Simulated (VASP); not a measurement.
Input of a VASP 6.6.1 run:

File POSCAR:

```
CuF
1.0
    3.5086571515      0.0000000000      0.0000000000
   -1.7543285757      3.0385862264      0.0000000000
    0.0000000000      0.0000000000      5.0825198637
Cu F
2 2
Direct
    0.3333333333      0.6666666667      0.2500000000
    0.6666666667      0.3333333333      0.7500000000
    0.6666666667      0.3333333333      0.2500000000
    0.3333333333      0.6666666667      0.7500000000
```

INCAR.step1

```
PREC = Accurate ; ENCUT = 770
ISMEAR = -1 ; SIGMA = 0.02
LREAL = False ; LASPH = True
NELM = 120 ; NBANDS = 34
GGA = PE ; ALGO = Normal
EDIFF = 1E-5 ; LWAVE = True
LCHARG = False ; GGA_COMPAT = False
```

INCAR.step2

```
PREC = Accurate ; ENCUT = 770
EDIFF = 1E-6 ; ISMEAR = -1
SIGMA = 0.02 ; LREAL = False
LASPH = True ; NELM = 120
ALGO = Normal ; ISIF = 2
LWAVE = False ; LCHARG = False
METAGGA = R2SCAN ; LMIXTAU = True
NBANDS = 34 ; ISTART = 1
GGA_COMPAT = False
```

Contents of KPOINTS:

```
regular mesh
0
Gamma
  12 12 4
```

Potentials or basis: VASP PAW PBE potentials, release 64 (Cu_sv_GW, F).

The run is started by

```sh
$ cat potpaw_PBE.64/Cu_sv_GW/POTCAR potpaw_PBE.64/F/POTCAR > POTCAR
$ cp INCAR.step1 INCAR
$ mpirun -np 1 vasp_std > vasp.out
$ cp INCAR.step2 INCAR
$ mpirun -np 1 vasp_std > vasp.out
```

(1) What does it give for the pressure?

(2) Estimate the band gap on the k mesh.

Results:

(1) -1.6 GPa.

(2) zero (bands 26 and 27 overlap by 0.04 eV).

Caveat: the PAW data sets were made with another functional, which shifts forces and pressure a little.
